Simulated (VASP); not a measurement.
# CdSe (Fm-3m) in VASP: a series of runs

Aim: see how the results for CdSe move with the level of theory and the settings. Levels: PBEsol, LDA, PBE, PBE+D4. Tasks: vibrations by perturbation theory, elastic constants, single point.

Everything below comes from runs of VASP 6.6.1. Logs are shortened: lines on timing, memory, paths and dates and some standing lists are left out, and cuts for length are marked.

## 1. The cell of the first run

Symmetry: Fm-3m, No. 225, cubic system. The conventional cell has a = 5.748 Å, b = 5.748 Å, c = 5.748 Å, α = 90.00°, β = 90.00°, γ = 90.00°. Within 3.8 Å of Cd (site symmetry m-3m) lie 6 Se at 2.87 Å. Within 3.8 Å of Se (site symmetry m-3m) lie 6 Cd at 2.87 Å.

## 2. Vibrations by perturbation theory, PBEsol

Contents of INCAR:

```
SYSTEM = CdSe
PREC     = Accurate       ! precision mode
ENCUT    = 520            ! plane-wave cutoff, eV
EDIFF    = 1E-8           ! SCF threshold, eV
ISMEAR   = -1             ! smearing method
SIGMA    = 0.05           ! smearing width, eV
LREAL    = .FALSE.        ! projectors in reciprocal space
LASPH    = .TRUE.         ! aspherical terms in the spheres
NELM     = 60             ! most SCF steps
ALGO     = Normal         ! electronic algorithm
ISIF     = 2              ! what is computed and relaxed
LWAVE    = .FALSE.        ! write WAVECAR
LCHARG   = .FALSE.        ! write CHGCAR
GGA      = PS             ! functional
IBRION   = 8              ! ionic algorithm
NSW      = 1              ! ionic steps
```

Contents of KPOINTS:

```
Automatic mesh
0
G
  6 6 6
  0 0 0
```

Contents of POSCAR:

```
CdSe
1.0
    0.0000000000      2.8739580000      2.8739580000
    2.8739580000      0.0000000000      2.8739580000
    2.8739580000      2.8739580000      0.0000000000
Cd Se
1 1
Direct
    0.0000000000      0.0000000000      0.0000000000
    0.5000000000      0.5000000000      0.5000000000
```

Potentials or basis: VASP PAW PBE potentials, release 64 (Cd, Se).

Run with:

```
> cat potpaw_PBE.64/Cd/POTCAR potpaw_PBE.64/Se/POTCAR > POTCAR
> mpirun -np 1 vasp_std > vasp.out
```

OUTCAR:

```text
SYSTEM = CdSe
   PREC = Accurate
   ENCUT = 520
   EDIFF = 1E-8
   ISMEAR = -1
   LREAL = .FALSE.
   LASPH = .TRUE.
   NELM = 60
   ISIF = 2
   GGA = PS
   IBRION = 8
   NSW = 1

 ion  position               nearest neighbor table
   1  0.000  0.000  0.000-   2 2.87   2 2.87   2 2.87   2 2.87   2 2.87   2 2.87
   2  0.500  0.500  0.500-   1 2.87   1 2.87   1 2.87   1 2.87   1 2.87   1 2.87

  LATTYP: Found a face centered cubic cell.
 ALAT       =     5.7479160000

  Lattice vectors:

 A1 = (   0.0000000000,   2.8739580000,   2.8739580000)
 A2 = (   2.8739580000,   0.0000000000,   2.8739580000)
 A3 = (   2.8739580000,   2.8739580000,   0.0000000000)

Analysis of symmetry for initial positions (statically):
=====================================================================
 Subroutine PRICEL returns:
 Original cell was already a primitive cell.

 Routine SETGRP: Setting up the symmetry group for a
 face centered cubic supercell.

 Subroutine GETGRP returns: Found 48 space group operations
 (whereof 48 operations were pure point group operations)
 out of a pool of 48 trial point group operations.

The static configuration has the point symmetry O_h .

Analysis of symmetry for dynamics (positions and initial velocities):
=====================================================================
 Subroutine PRICEL returns:
 Original cell was already a primitive cell.

 Routine SETGRP: Setting up the symmetry group for a
 face centered cubic supercell.

 Subroutine GETGRP returns: Found 48 space group operations
 (whereof 48 operations were pure point group operations)
 out of a pool of 48 trial point group operations.

The dynamic configuration has the point symmetry O_h .

 Subroutine INISYM returns: Found 48 space group operations
 (whereof 48 operations are pure point group operations),
 and found     1 'primitive' translations

----------------------------------------------------------------------------------------

                                     Primitive cell

  volume of cell :      47.4757

  direct lattice vectors                    reciprocal lattice vectors
     0.000000000  2.873958000  2.873958000    -0.173976098  0.173976098  0.173976098
     2.873958000  0.000000000  2.873958000     0.173976098 -0.173976098  0.173976098
     2.873958000  2.873958000  0.000000000     0.173976098  0.173976098 -0.173976098

  length of vectors
     4.064390381  4.064390381  4.064390381     0.301335442  0.301335442  0.301335442

  position of ions in fractional coordinates (direct lattice)
     0.000000000  0.000000000  0.000000000
     0.500000000  0.500000000  0.500000000

  ion indices of the primitive-cell ions
   primitive index   ion index
                 1           1
                 2           2

----------------------------------------------------------------------------------------

 KPOINTS: Automatic mesh

Automatic generation of k-mesh.
 Grid dimensions read from file:
 generate k-points for:    6    6    6

 Generating k-lattice:

  Cartesian coordinates                     Fractional coordinates (reciprocal lattice)
    -0.028996016  0.028996016  0.028996016     0.166666667  0.000000000  0.000000000
     0.028996016 -0.028996016  0.028996016     0.000000000  0.166666667  0.000000000
     0.028996016  0.028996016 -0.028996016     0.000000000  0.000000000  0.166666667

  Length of vectors
     0.050222574  0.050222574  0.050222574

  Shift w.r.t. Gamma in fractional coordinates (k-lattice)
     0.000000000  0.000000000  0.000000000

[... 71 lines left out ...]
   LRPA    =     F    only Hartree local field effects (RPA)
 non-spin polarized calculation
  energy-cutoff  :      520.00
  volume of cell :       47.48
 maximum number of plane-waves:      1303
   NGX = 15   NGY = 15   NGZ = 15

--------------------------------------- Ionic step        1  -------------------------------------------

 number of electron      18.0000008 magnetization

 Free energy of the ion-electron system (eV)
  ---------------------------------------------------
  ext. energy  EPLUGINS =         0.00000000
  ---------------------------------------------------
  free energy    TOTEN  =        -5.95929665 eV

  energy without entropy =       -5.95360549  energy(sigma->0) =       -5.95645107

 E-fermi :   2.1706     XC(G=0): -10.1882

 val. band max:        2.0988331981   @ k =   0.0000   0.0000   0.0000
 cond. band min:       3.0127143318   @ k =   0.5000   0.3333   0.0000
 fundamental gap:      0.9138811337
 Fermi energy:         2.1706025379

 k-point     1 :       0.0000    0.0000    0.0000
  band No.  band energies     occupation
      1     -10.7866      2.00000
      2      -5.7384      2.00000
      3      -5.7384      2.00000
      4      -5.7203      2.00000
      5      -5.7203      2.00000
      6      -5.7203      2.00000
      7       1.5164      2.00000
      8       1.5164      2.00000
      9       1.5164      2.00000
     10       2.0988      1.61548
     11      10.7068      0.00000
     12      10.7068      0.00000
     13      10.7068      0.00000
[... 228 lines left out ...]
      2      -5.7862      2.00000
      3      -5.7766      2.00000
      4      -5.6314      2.00000
      5      -5.5291      2.00000
      6      -5.1688      2.00000
      7      -1.5283      2.00000
      8      -0.7892      2.00000
      9      -0.5219      2.00000
     10       3.9228      0.00000
     11       8.4554      0.00000
     12       9.1247      0.00000
     13      10.5138      0.00000

------------------------ aborting loop because EDIFF is reached ----------------------------------------

  FORCE on cell =-STRESS in cart. coord.  units (eV):
  Direction    XX          YY          ZZ          XY          YZ          ZX
  --------------------------------------------------------------------------------------
  -------------------------------------------------------------------------------------
  Total       -1.0088187     -1.0088187     -1.0088187      0.0000000      0.0000000      0.0000000
  in kB      -34.0449312    -34.0449312    -34.0449312      0.0000000      0.0000000      0.0000000
  external PRESSURE =     -34.0449312 kB  Pullay stress =       0.0000000 kB

 VOLUME and BASIS-vectors are now :
 -----------------------------------------------------------------------------
  energy-cutoff  :      520.00
  volume of cell :       47.48
      direct lattice vectors                 reciprocal lattice vectors
     0.000000000  2.873958000  2.873958000    -0.173976098  0.173976098  0.173976098
     2.873958000  0.000000000  2.873958000     0.173976098 -0.173976098  0.173976098
     2.873958000  2.873958000  0.000000000     0.173976098  0.173976098 -0.173976098

 POSITION                                       TOTAL-FORCE (eV/Angst)
 -----------------------------------------------------------------------------------
      0.00000      0.00000      0.00000        -0.000000      0.000000      0.000000
      2.87396      2.87396      2.87396         0.000000     -0.000000     -0.000000
 -----------------------------------------------------------------------------------
    total drift:                               -0.000000      0.000000      0.000000

  FREE ENERGIE OF THE ION-ELECTRON SYSTEM (eV)
  ---------------------------------------------------
  free  energy   TOTEN  =        -5.9592966542 eV

  energy  without entropy=       -5.9536054919  energy(sigma->0) =       -5.95645107

[... ionic steps 2 to 3 ...]

--------------------------------------- Ionic step        4  -------------------------------------------

------------------------ aborting loop because EDIFF is reached ----------------------------------------

[... ionic steps 5 to 6 ...]

--------------------------------------- Ionic step        7  -------------------------------------------

 Free energy of the ion-electron system (eV)
  ---------------------------------------------------
  ---------------------------------------------------
  free energy    TOTEN  =        -0.08236180 eV

  energy without entropy =       -0.08236180

------------------------ aborting loop because EDIFF is reached ----------------------------------------

 INTERNAL STRAIN TENSOR  FOR ION    2  DIRECTION 1   (eV/Angst):
 -----------------------------------------------------------------------------
    -0.03536 -0.00000 -0.00000
    -0.00000  0.02977  0.00000
     0.00000  0.00000  0.02977

 INTERNAL STRAIN TENSOR FOR ION    2 for displacements in x,y,z  (eV/Angst):
          X           Y           Z          XY          YZ          ZX
  --------------------------------------------------------------------------------
  x     0.00000     0.00000     0.00000     0.00000     0.00000     0.00000
  y     0.00000     0.00000     0.00000     0.00000     0.00000     0.00000
  z     0.00000     0.00000     0.00000     0.00000     0.00000     0.00000

 SECOND DERIVATIVES (NOT SYMMETRIZED)
 ------------------------------------
               1X          1Y          1Z          2X          2Y          2Z
  1X    -0.903294    0.000000    0.000000    0.903294    0.000000    0.000000
  1Y     0.000000   -0.903294    0.000000    0.000000    0.903294    0.000000
  1Z     0.000000    0.000000   -0.903294    0.000000    0.000000    0.903294
  2X     0.893724    0.000000    0.000000   -0.893724    0.000000    0.000000
  2Y     0.000000    0.893724    0.000000    0.000000   -0.893724    0.000000
  2Z     0.000000    0.000000    0.893724    0.000000    0.000000   -0.893724

 Eigenvectors and eigenvalues of the dynamical matrix
 ----------------------------------------------------

   1 f  =    2.174910 THz    13.665364 2PiTHz   72.547197 cm-1     8.994702 meV
             X         Y         Z           dx          dy          dz
      0.000000  0.000000  0.000000    -0.000214   -0.105300    0.635687
      2.873958  2.873958  2.873958     0.000254    0.124972   -0.754450
[... 21 lines left out ...]
   6 f/i=    0.005707 THz     0.035858 2PiTHz    0.190364 cm-1     0.023602 meV
             X         Y         Z           dx          dy          dz
      0.000000  0.000000  0.000000    -0.103130   -0.739301    0.166168
      2.873958  2.873958  2.873958    -0.086895   -0.622923    0.140010

--------------------------------------------------------------------------------------------------------

 ELASTIC MODULI CONTR FROM IONIC RELAXATION (kBar)
 Direction    XX          YY          ZZ          XY          YZ          ZX
 --------------------------------------------------------------------------------
 XX           0.0000      0.0000      0.0000      0.0000      0.0000      0.0000
 YY           0.0000      0.0000      0.0000      0.0000      0.0000      0.0000
 ZZ           0.0000      0.0000      0.0000      0.0000      0.0000      0.0000
 XY           0.0000      0.0000      0.0000      0.0000      0.0000      0.0000
 YZ           0.0000      0.0000      0.0000      0.0000      0.0000      0.0000
 ZX           0.0000      0.0000      0.0000      0.0000      0.0000      0.0000
 --------------------------------------------------------------------------------
```

Run time: 41 s. Hardware: 1 thread of Intel Xeon 6975P-C (Granite Rapids), shared host; peak memory 0.21 GiB.

Results:

```yaml
Highest_phonon_frequency_at_Γ_LO-TO_splitting_left_out: 73 cm⁻¹
```

Phonon frequencies in cm⁻¹ (negative: imaginary):
| q point | frequencies |
| --- | --- |
| (0.000, 0.000, 0.000) | 0 0 0 73 73 73 |

Caveat: the cell stands under pressure or tension, which shifts response properties; the PAW data sets were made with another functional, which shifts forces and pressure a little.

(Part 1 of 3 ends here.)
